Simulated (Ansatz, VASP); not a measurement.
# Ca3S in VASP and in Ansatz

POSCAR

```
Ca3S
1.0
    4.6919942986      0.0000000000      0.0000000000
    0.0000000000      4.6919942986      0.0000000000
    0.0000000000      0.0000000000      4.6919942986
Ca S
3 1
Direct
    0.0000000000      0.5000000000      0.5000000000
    0.5000000000      0.0000000000      0.5000000000
    0.5000000000      0.5000000000      0.0000000000
    0.0000000000      0.0000000000      0.0000000000
```

File INCAR.step1:

```
PREC = Accurate ; ENCUT = 520
ISMEAR = 0 ; SIGMA = 0.1
LREAL = F ; LASPH = T
NELM = 60 ; NBANDS = 26
GGA = PE ; ALGO = Normal
EDIFF = 1E-4 ; LWAVE = T
LCHARG = F
```

File INCAR.step2:

```
PREC = Accurate ; ENCUT = 520
EDIFF = 1E-6 ; ISMEAR = 0
SIGMA = 0.1 ; LREAL = F
LASPH = T ; NELM = 60
ALGO = Normal ; ISIF = 2
LWAVE = F ; LCHARG = F
METAGGA = R2SCAN ; LMIXTAU = T
NBANDS = 26 ; ISTART = 1
```

KPOINTS

```
Automatic mesh
0
Gamma
  4 4 4
```

Input for Ansatz:

```yaml
crystal:
  lattice:
    - [4.6919942986, 0.0, 0.0]
    - [0.0, 4.6919942986, 0.0]
    - [0.0, 0.0, 4.6919942986]
  atoms:
    - { symbol: Ca, position: [0.0, 0.5, 0.5] }
    - { symbol: Ca, position: [0.5, 0.0, 0.5] }
    - { symbol: Ca, position: [0.5, 0.5, 0.0] }
    - { symbol: S, position: [0.0, 0.0, 0.0] }
basis:
  ecutwfc: 500
kpoints:
  mp_grid: { grid: [4, 4, 4] }
hamiltonian:
  xc: r2scan
scf:
  occupations: { method: gaussian, width: 0.1 }
  lower_state_search: "off"
output:
  forces: true
  stress: true
  eigenvalues: true
```

Alike in both runs: task single point; functional r2SCAN; k mesh 4 × 4 × 4; occupations gaussian, width 0.1 eV; no spin polarisation.

|  | VASP | Ansatz |
| --- | --- | --- |
| version | VASP 6.6.1 | Ansatz 0.2.0 |
| potentials or method | VASP PAW PBE potentials, release 64 (Ca_sv, S), cutoff 520 eV | scalar-relativistic, plane waves, PAW |
| valence electrons in the cell | 36 | 36 |

```csv
,VASP,Ansatz,Ansatz less VASP
gap on the k mesh at the Fermi level (eV),none,none,-
pressure (GPa),3.5,3.4,-0.14
```

VASP's potentials were made for PBE, not for r2SCAN. A gap of «none» marks a metal or a gap that the smearing closes. With one functional, cell and mesh, what is left measures potentials, basis and numerics.
